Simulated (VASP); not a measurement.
# BeSiSb2 (P-4m2) in VASP: settings compared

The runs below take BeSiSb2 through single point, relaxation of cell and atoms, with PBE, LDA, r2SCAN.

Program: VASP 6.6.1. These are calculated values, not measurements. Logs are shortened: lines on timing, memory, paths and dates and some standing lists are left out, and cuts for length are marked.

**1. The cell of the first run**

Symmetry: P-4m2, No. 115, tetragonal system. The conventional cell has a = 4.144 Å, b = 4.144 Å, c = 5.802 Å, α = 90.00°, β = 90.00°, γ = 90.00°. Within 3.2 Å of Be (site symmetry -4m2) lie 4 Sb at 2.45 Å. Sb (site symmetry 2mm) has 2 Be at 2.45 Å and 2 Si at 2.62 Å within 3.2 Å. Within 3.5 Å of Si (site symmetry -4m2) lie 4 Sb at 2.62 Å.

**2. Single point, PBE**

File INCAR:

```
PREC     = Accurate       # precision mode
ENCUT    = 520            # plane-wave cutoff, eV
EDIFF    = 1E-7           # SCF threshold, eV
ISMEAR   = -1             # smearing method
SIGMA    = 0.02           # smearing width, eV
LREAL    = False          # projectors in reciprocal space
LASPH    = True           # aspherical terms in the spheres
NELM     = 100            # most SCF steps
ALGO     = Normal         # electronic algorithm
ISIF     = 2              # what is computed and relaxed
LWAVE    = False          # write WAVECAR
LCHARG   = False          # write CHGCAR
GGA      = PE             # functional
NBANDS   = 16             # bands
```

File KPOINTS:

```
regular mesh
0
Gamma
  6 6 4
```

File POSCAR:

```
BeSiSb2
1.0
    4.1438078273      0.0000000000      0.0000000000
    0.0000000000      4.1438078273      0.0000000000
    0.0000000000      0.0000000000      5.8016620208
Be Sb Si
1 2 1
Direct
    0.0000000000      0.0000000000      0.0000000000
    0.0000000000      0.5000000000      0.2237720228
    0.5000000000      0.0000000000      0.7762279772
    0.5000000000      0.5000000000      0.5000000000
```

Potentials or basis: VASP PAW PBE potentials, release 64 (Be, Sb, Si).

On the command line:

```bash
> cat potpaw_PBE.64/Be/POTCAR potpaw_PBE.64/Sb/POTCAR potpaw_PBE.64/Si/POTCAR > POTCAR
> mpirun -np 1 vasp_std > vasp.out
```

OUTCAR:

```text
PREC = Accurate
   ENCUT = 520
   EDIFF = 1E-7
   ISMEAR = -1
   LREAL = False
   LASPH = True
   NELM = 100
   ISIF = 2
   GGA = PE

 ion  position               nearest neighbor table
   1  0.000  0.000  0.000-   2 2.45   3 2.45   2 2.45   3 2.45
   2  0.000  0.500  0.224-   1 2.45   1 2.45   4 2.62   4 2.62
   3  0.500  0.000  0.776-   1 2.45   1 2.45   4 2.62   4 2.62
   4  0.500  0.500  0.500-   2 2.62   3 2.62   3 2.62   2 2.62

  LATTYP: Found a simple tetragonal cell.
 ALAT       =     4.1438078273
 C/A-ratio  =     1.4000798933

  Lattice vectors:

 A1 = (   4.1438078273,   0.0000000000,   0.0000000000)
 A2 = (   0.0000000000,   4.1438078273,   0.0000000000)
 A3 = (   0.0000000000,   0.0000000000,   5.8016620208)

Analysis of symmetry for initial positions (statically):
=====================================================================
 Subroutine PRICEL returns:
 Original cell was already a primitive cell.

 Routine SETGRP: Setting up the symmetry group for a
 simple tetragonal supercell.

 Subroutine GETGRP returns: Found  8 space group operations
 (whereof  8 operations were pure point group operations)
 out of a pool of 16 trial point group operations.

The static configuration has the point symmetry D_2d.

Analysis of symmetry for dynamics (positions and initial velocities):
=====================================================================
 Subroutine PRICEL returns:
 Original cell was already a primitive cell.

 Routine SETGRP: Setting up the symmetry group for a
 simple tetragonal supercell.

 Subroutine GETGRP returns: Found  8 space group operations
 (whereof  8 operations were pure point group operations)
 out of a pool of 16 trial point group operations.

The dynamic configuration has the point symmetry D_2d.

 Subroutine INISYM returns: Found  8 space group operations
 (whereof  8 operations are pure point group operations),
 and found     1 'primitive' translations

----------------------------------------------------------------------------------------

                                     Primitive cell

  volume of cell :      99.6212

  direct lattice vectors                    reciprocal lattice vectors
     4.143807827  0.000000000  0.000000000     0.241323932  0.000000000  0.000000000
[... 84 lines left out ...]
   ISPIN  =      1    spin polarized calculation?
   LNONCOLLINEAR =      F non collinear calculations
   LSORBIT =      F    spin-orbit coupling
   LASPH  =      T    aspherical Exc in radial PAW
   ENCUT  =  520.0 eV  38.22 Ry    6.18 a.u.   7.70  7.70 10.79*2*pi/ulx,y,z
   NELM   =    100;   NELMIN=  2; NELMDL= -5     # of ELM steps
   EDIFF  = 0.1E-06   stopping-criterion for ELM
   LREAL  =      F    real-space projection
   EDIFFG = 0.1E-05   stopping-criterion for IOM
   NSW    =      0    number of steps for IOM
   IBRION =     -1    ionic relax: 0-MD 1-quasi-New 2-CG
   NFREE  =      0    steps in history (QN), initial steepest desc. (CG)
   ISIF   =      2    stress and relaxation
   ISYM   =      2    0-nonsym 1-usesym 2-fastsym
   POTIM  = 0.5000    time-step for ionic-motion
   TEBEG  =    0.0;   TEEND  =   0.0 temperature during run
   PSTRESS=    0.0 pullay stress
   NELECT =      16.0000    total number of electrons
   NUPDOWN=      -1.0000    fix difference up-down
   EMIN   =  10.00;   EMAX   =-10.00  energy-range for DOS
   EFERMI =   0.00;   METHOD = LEGACY
   ISMEAR =    -1;   SIGMA  =   0.02  broadening in eV -4-tet -1-fermi 0-gaus
   EFERMI_NEDOS =   21; number of points for ismear=-14 and -15
   IALGO  =     38    algorithm
   IMIX   =      4    mixing-type and parameters
     AMIX     =   0.40;   BMIX     =  1.00
     AMIX_MAG =   1.60;   BMIX_MAG =  1.00
  volume/ion in A,a.u.               =      24.91       168.07
  Fermi-wavevector in a.u.,A,eV,Ry     =   0.889879  1.681627 10.774244  0.791885
  Thomas-Fermi vector in A             =   2.011497
   LORBIT       =      0    0 simple, 1 ext, 2 COOP (PROOUT), +10 PAW based schemes
   GGA     = PE    functional components
   LHFCALC =     F    Hartree Fock is set to
   AEXX    =    0.0000 exact exchange contribution
   IVDW    =     0    specifies the selected vdW correction
   LEPSILON=     F    determine dielectric tensor
   LRPA    =     F    only Hartree local field effects (RPA)
 non-spin polarized calculation
  energy-cutoff  :      520.00
  volume of cell :       99.62
 maximum number of plane-waves:      2702
 NGX is ok and might be reduce to    32
   NGX = 15   NGY = 15   NGZ = 21

 number of electron      15.9999999 magnetization

 Free energy of the ion-electron system (eV)
  ---------------------------------------------------
  ext. energy  EPLUGINS =         0.00000000
  ---------------------------------------------------
  free energy    TOTEN  =       -17.09145233 eV

  energy without entropy =      -17.09086279  energy(sigma->0) =      -17.09115756

 E-fermi :   5.5510     XC(G=0):  -9.0019

 val. band max:        5.4268602119   @ k =   0.1667   0.0000   0.0000
 cond. band min:       5.5600015727   @ k =   0.0000   0.0000   0.0000
 fundamental gap:      0.1331413608
 Fermi energy:         5.5510106706

 k-point     1 :       0.0000    0.0000    0.0000
  band No.  band energies     occupation
      1      -6.2728      2.00000
      2      -3.5440      2.00000
      3      -1.1381      2.00000
      4       2.6162      2.00000
      5       2.6162      2.00000
      6       5.2814      2.00000
[... 433 lines left out ...]
      3      -1.8368      2.00000
      4       0.1345      2.00000
      5       3.7440      2.00000
      6       3.8933      2.00000
[... 8 lines left out ...]
     15      11.9276      0.00000
     16      12.5805      0.00000

 [... further k-points ...]
[... 5 lines left out ...]
  --------------------------------------------------------------------------------------
  -------------------------------------------------------------------------------------
  Total        0.1523601      0.1523601      0.1756943      0.0000000      0.0000000      0.0000000
  in kB        2.4503609      2.4503609      2.8256387      0.0000000      0.0000000      0.0000000
  external PRESSURE =       2.5754535 kB  Pullay stress =       0.0000000 kB

 VOLUME and BASIS-vectors are now :
 -----------------------------------------------------------------------------
  energy-cutoff  :      520.00
  volume of cell :       99.62
      direct lattice vectors                 reciprocal lattice vectors
     4.143807827  0.000000000  0.000000000     0.241323932  0.000000000  0.000000000
     0.000000000  4.143807827  0.000000000     0.000000000  0.241323932  0.000000000
     0.000000000  0.000000000  5.801662021     0.000000000  0.000000000  0.172364401

 POSITION                                       TOTAL-FORCE (eV/Angst)
 -----------------------------------------------------------------------------------
      0.00000      0.00000      0.00000         0.000000      0.000000      0.000000
      0.00000      2.07190      1.29825         0.000000      0.000000     -0.021284
      2.07190      0.00000      4.50341         0.000000      0.000000      0.021284
      2.07190      2.07190      2.90083         0.000000     -0.000000      0.000000
 -----------------------------------------------------------------------------------
    total drift:                               -0.000000      0.000000      0.000000

  FREE ENERGIE OF THE ION-ELECTRON SYSTEM (eV)
  ---------------------------------------------------
  free  energy   TOTEN  =       -17.0914523255 eV

  energy  without entropy=      -17.0908627927  energy(sigma->0) =      -17.09115756
```

OSZICAR:

```text
N       E                     dE             d eps       ncg     rms          rms(c)
DAV:   1     0.507895347607E+02    0.50790E+02   -0.54418E+03   960   0.791E+02
DAV:   2    -0.140469573736E+02   -0.64836E+02   -0.59192E+02  1264   0.128E+02
DAV:   3    -0.174822823450E+02   -0.34353E+01   -0.33965E+01  1312   0.330E+01
DAV:   4    -0.175210806578E+02   -0.38798E-01   -0.38788E-01  1160   0.424E+00
DAV:   5    -0.175217963151E+02   -0.71566E-03   -0.71564E-03  1368   0.613E-01    0.550E+00
DAV:   6    -0.171613423179E+02    0.36045E+00   -0.28473E-01  1208   0.323E+00    0.323E+00
DAV:   7    -0.170913608339E+02    0.69981E-01   -0.26993E-01  1288   0.259E+00    0.863E-01
DAV:   8    -0.170904118567E+02    0.94898E-03   -0.22516E-02  1152   0.933E-01    0.139E-01
DAV:   9    -0.170911022787E+02   -0.69042E-03   -0.24744E-03  1144   0.296E-01    0.665E-02
DAV:  10    -0.170913816792E+02   -0.27940E-03   -0.35378E-04  1208   0.101E-01    0.306E-02
DAV:  11    -0.170914491545E+02   -0.67475E-04   -0.73156E-05  1224   0.471E-02    0.636E-03
DAV:  12    -0.170914510777E+02   -0.19232E-05   -0.59173E-06  1176   0.144E-02    0.293E-03
DAV:  13    -0.170914520808E+02   -0.10031E-05   -0.16275E-06  1200   0.709E-03    0.103E-03
DAV:  14    -0.170914523044E+02   -0.22352E-06   -0.45116E-08   936   0.129E-03    0.310E-04
DAV:  15    -0.170914523255E+02   -0.21187E-07   -0.23916E-08   768   0.966E-04
   1 F= -.17091452E+02 E0= -.17091158E+02  d E =-.589533E-03
```

stdout:

```text
POSCAR found type information on POSCAR BeSbSi
 POSCAR found :  3 types and       4 ions
 scaLAPACK will be used
 LDA part: xc-table for (Slater+PW92), standard interpolation
 POSCAR, INCAR and KPOINTS ok, starting setup
 FFT: planning ... GRIDC
 FFT: planning ... GRID_SOFT
 FFT: planning ... GRID
 WAVECAR not read
 entering main loop
```

Wall time 23 s (1 thread of AMD EPYC 9R45 (Zen 5), shared host); peak memory 0.2 GiB.

What came out:

- Free energy: -17.0915 eV
- Pressure: 0.3 GPa
- Largest force: 0.021 eV/Å
- Band gap on the k mesh: zero (band 8 reaches 5.56 eV, above the bottom of band 9 at 5.42 eV)

Forces on the atoms (eV/Å):
```
Be   0.000  0.000  0.000
Sb   0.000  0.000 -0.021
Sb   0.000  0.000  0.021
Si   0.000  0.000  0.000
```

Caveat: spin-orbit coupling is left out, which moves the levels of the heavy elements.

**3. Relaxation of cell and atoms, PBE**

This run uses another cell than the first one, of 21.19 Å³/atom, 0.851 times its volume.

File INCAR:

```
PREC = Accurate
ENCUT = 600
EDIFF = 1E-6
ISMEAR = -1
SIGMA = 0.02
LREAL = F
LASPH = T
NELM = 100
ALGO = Normal
ISIF = 3
LWAVE = F
LCHARG = F
GGA = PE
IBRION = 2
NSW = 80
EDIFFG = -0.005
```

KPOINTS is that of step 2.

File POSCAR:

```
BeSiSb2
1.0
    3.9137130614      0.0000000000      0.0000000000
    0.0000000000      3.9137130614      0.0000000000
    0.0000000000      0.0000000000      5.5348260906
Be Sb Si
1 2 1
Direct
    0.0000000000      0.0000000000      0.0000000000
    0.0000000000      0.5000000000      0.2500000000
    0.5000000000      0.0000000000      0.7500000000
    0.5000000000      0.5000000000      0.5000000000
```

Potentials or basis: VASP PAW PBE potentials, release 64 (Be, Sb, Si).

On the command line:

```bash
> cat potpaw_PBE.64/Be/POTCAR potpaw_PBE.64/Sb/POTCAR potpaw_PBE.64/Si/POTCAR > POTCAR
> mpirun -np 1 vasp_std > vasp.out
```

OUTCAR:

```text
PREC = Accurate
   ENCUT = 600
   EDIFF = 1E-6
   ISMEAR = -1
   LREAL = F
   LASPH = T
   NELM = 100
   ISIF = 3
   GGA = PE
   IBRION = 2
   NSW = 80
   EDIFFG = -0.005

 ion  position               nearest neighbor table
   1  0.000  0.000  0.000-   2 2.40   3 2.40   2 2.40   3 2.40
   2  0.000  0.500  0.250-   1 2.40   4 2.40   1 2.40   4 2.40
   3  0.500  0.000  0.750-   1 2.40   4 2.40   4 2.40   1 2.40
   4  0.500  0.500  0.500-   2 2.40   3 2.40   3 2.40   2 2.40

  LATTYP: Found a simple tetragonal cell.
 ALAT       =     3.9137130614
 C/A-ratio  =     1.4142135624

  Lattice vectors:

 A1 = (   3.9137130614,   0.0000000000,   0.0000000000)
 A2 = (   0.0000000000,   3.9137130614,   0.0000000000)
 A3 = (   0.0000000000,   0.0000000000,   5.5348260906)

Analysis of symmetry for initial positions (statically):
=====================================================================
 Subroutine PRICEL returns:
 Original cell was already a primitive cell.

 Routine SETGRP: Setting up the symmetry group for a
 simple tetragonal supercell.

 Subroutine GETGRP returns: Found  8 space group operations
 (whereof  8 operations were pure point group operations)
 out of a pool of 16 trial point group operations.

The static configuration has the point symmetry D_2d.

Analysis of symmetry for dynamics (positions and initial velocities):
[... 209 lines left out ...]
 Fermi energy:         4.1201155024

 k-point     1 :       0.0000    0.0000    0.0000
  band No.  band energies     occupation
      1      -6.7823      2.00000
      2      -4.6065      2.00000
      3      -2.1634      2.00000
      4       1.7102      2.00000
      5       1.7102      2.00000
      6       3.8060      2.00000
      7       4.1810      0.09076
      8       4.1810      0.09076
      9       4.1837      0.07985
     10       5.4962      0.00000
     11       6.4265      0.00000
     12       6.4265      0.00000
[... 414 lines left out ...]
  FREE ENERGIE OF THE ION-ELECTRON SYSTEM (eV)
  ---------------------------------------------------
  free  energy   TOTEN  =       -17.0491570968 eV

  energy  without entropy=      -17.0483749700  energy(sigma->0) =      -17.04876603

[... ionic steps 4 to 8 ...]

--------------------------------------- Ionic step        9  -------------------------------------------

 number of electron      15.9999999 magnetization

------------------------ aborting loop because EDIFF is reached ----------------------------------------
[... 71 lines left out ...]
--------------------------------------- Ionic step       11  -------------------------------------------

 number of electron      15.9999999 magnetization

 Free energy of the ion-electron system (eV)
  ---------------------------------------------------
  ext. energy  EPLUGINS =         0.00000000
  ---------------------------------------------------
  free energy    TOTEN  =       -17.09146047 eV

  energy without entropy =      -17.09083255  energy(sigma->0) =      -17.09114651

 E-fermi :   5.5011     XC(G=0):  -8.9844

 val. band max:        5.3816988646   @ k =   0.1667   0.0000   0.0000
 cond. band min:       5.5141424499   @ k =   0.0000   0.0000   0.0000
 fundamental gap:      0.1324435853
 Fermi energy:         5.5011075441

 k-point     1 :       0.0000    0.0000    0.0000
  band No.  band energies     occupation
      1      -6.2879      2.00000
      2      -3.5780      2.00000
      3      -1.1734      2.00000
      4       2.5877      2.00000
      5       2.5877      2.00000
      6       5.2303      2.00000
      7       5.5141      0.68519
      8       5.5141      0.68519
      9       5.8399      0.00000
     10       6.6305      0.00000
     11       7.8380      0.00000
     12       7.8380      0.00000
[... 376 lines left out ...]
  FREE ENERGIE OF THE ION-ELECTRON SYSTEM (eV)
  ---------------------------------------------------
  free  energy   TOTEN  =       -17.0914604712 eV

  energy  without entropy=      -17.0908325550  energy(sigma->0) =      -17.09114651

 reached required accuracy - stopping structural energy minimisation
```

OSZICAR:

```text
N       E                     dE             d eps       ncg     rms          rms(c)
DAV:   1     0.734125466268E+02    0.73413E+02   -0.63816E+03   720   0.121E+03
DAV:   2    -0.113625187326E+02   -0.84775E+02   -0.78685E+02   928   0.179E+02
DAV:   3    -0.165326403751E+02   -0.51701E+01   -0.50840E+01   912   0.534E+01
DAV:   4    -0.166264576898E+02   -0.93817E-01   -0.93453E-01   912   0.808E+00
[... 84 lines left out ...]
       N       E                     dE             d eps       ncg     rms          rms(c)
DAV:   1    -0.170914629368E+02   -0.57164E-04   -0.17972E-03   808   0.253E-01    0.192E-02
DAV:   2    -0.170914621656E+02    0.77124E-06   -0.60716E-05   860   0.545E-02    0.116E-02
DAV:   3    -0.170914602672E+02    0.18983E-05   -0.94638E-06   844   0.181E-02    0.296E-03
DAV:   4    -0.170914604712E+02   -0.20396E-06   -0.45623E-07   448   0.499E-03
  11 F= -.17091460E+02 E0= -.17091147E+02  d E =-.446168E-03
```

It took 94 s on 1 thread of AMD EPYC 9R45 (Zen 5), shared host; peak memory 0.22 GiB.

What came out:

```yaml
Free_energy: -17.0915 eV
Relaxed_volume: 25.02 Å³/atom
Relaxed_cell: a = 4.149 Å, b = 4.149 Å, c = 5.812 Å, α = 90.00°, β = 90.00°, γ = 90.00°
Space_group_after_relaxing_to_0.05_Å: P-4m2 (No. 115)
Energy_gained_by_relaxing: 263.1 meV/atom
Ionic_steps: 11
Pressure_after_relaxing: 0.0 GPa
Band_gap_on_the_k_mesh: zero (band 8 reaches 5.51 eV, above the bottom of band 9 at 5.38 eV)
```

The path:
```csv
step,energy change (eV),largest force (eV/Å),pressure (GPa),volume (Å³)
1,0.0000,2.8878,16.73,84.78
2,-0.7377,0.1623,-5.96,114.94
3,-1.0099,0.5675,-0.97,102.59
4,-1.0100,0.5979,-0.76,102.21
5,-1.0399,0.3313,-0.25,100.83
6,-1.0486,0.0727,0.61,98.97
7,-1.0503,0.0540,0.33,99.52
8,-1.0518,0.0052,-0.11,100.24
9,-1.0518,0.0072,-0.11,100.26
10,-1.0522,0.0011,-0.04,100.12
11,-1.0523,0.0016,-0.01,100.06
```

Final structure:
```
CELL_PARAMETERS angstrom
4.14925 0.00000 0.00000
0.00000 4.14925 0.00000
0.00000 0.00000 5.81204
ATOMIC_POSITIONS crystal
Be 0.00000 0.00000 0.00000
Sb 0.00000 0.50000 0.22362
Sb 0.50000 0.00000 0.77638
Si 0.50000 0.50000 0.50000
```

Caveat: the volume moved by over 15 % at a fixed basis, so the end points are rough; spin-orbit coupling is left out, which moves the levels of the heavy elements.

**4. Single point, LDA**

This run uses another cell than the first one, of 23.53 Å³/atom, 0.945 times its volume.

File INCAR:

```
SYSTEM = BeSiSb2
PREC = Accurate ; ENCUT = 520
EDIFF = 1E-6 ; ISMEAR = -1
SIGMA = 0.02 ; LREAL = .FALSE.
LASPH = .TRUE. ; NELM = 100
ALGO = Normal ; ISIF = 2
LWAVE = .FALSE. ; LCHARG = .FALSE.
GGA = CA ; NBANDS = 16
```

File KPOINTS:

```
Automatic mesh
0
G
  6 6 4
  0 0 0
```

File POSCAR:

```
BeSiSb2
1.0
    4.0662633485      0.0000000000      0.0000000000
    0.0000000000      4.0662633485      0.0000000000
    0.0000000000      0.0000000000      5.6924998851
Be Sb Si
1 2 1
Direct
    0.0000000000      0.0000000000      0.0000000000
    0.0000000000      0.5000000000      0.2229587174
    0.5000000000      0.0000000000      0.7770412826
    0.5000000000      0.5000000000      0.5000000000
```

Potentials or basis: VASP PAW LDA potentials, release 64 (Be, Sb, Si).

On the command line:

```bash
> cat potpaw_LDA.64/Be/POTCAR potpaw_LDA.64/Sb/POTCAR potpaw_LDA.64/Si/POTCAR > POTCAR
> mpirun -np 1 vasp_std > vasp.out
```

Run time: 16 s. Hardware: 1 thread of AMD EPYC 9R45 (Zen 5), shared host; peak memory 0.16 GiB.

It converged, with:

| Item | Value |
| --- | --- |
| Free energy | -19.3943 eV |
| Pressure | 0.5 GPa |
| Largest force | 0.036 eV/Å |
| Band gap on the k mesh | zero (band 8 reaches 6.04 eV, above the bottom of band 9 at 5.76 eV) |

Forces in eV/Å, atoms in the order of the input:
```
Be   0.000  0.000  0.000
Sb   0.000  0.000 -0.036
Sb   0.000  0.000  0.036
Si   0.000  0.000  0.000
```

Levels at points of the mesh, in eV from the Fermi level:
```csv
k point,band 6,band 7,band 8,band 9,band 10,band 11
"(0.00, 0.00, 0.00)",-0.27,0.00,0.00,0.33,0.96,2.32
"(0.50, 0.00, 0.00)",-3.41,-1.99,-1.05,1.51,3.27,3.63
"(0.50, 0.50, 0.00)",-3.04,-3.04,-2.15,-0.28,0.76,0.76
"(0.00, 0.00, 0.50)",-2.36,-1.76,-1.76,0.82,1.07,3.13
"(0.50, 0.00, 0.50)",-1.73,-0.95,-0.89,0.10,2.53,2.75
"(0.50, 0.50, 0.50)",-3.78,-3.78,-3.23,3.33,3.65,3.65
```

Caveat: spin-orbit coupling is left out, which moves the levels of the heavy elements.

(Part 1 of 2 ends here.)
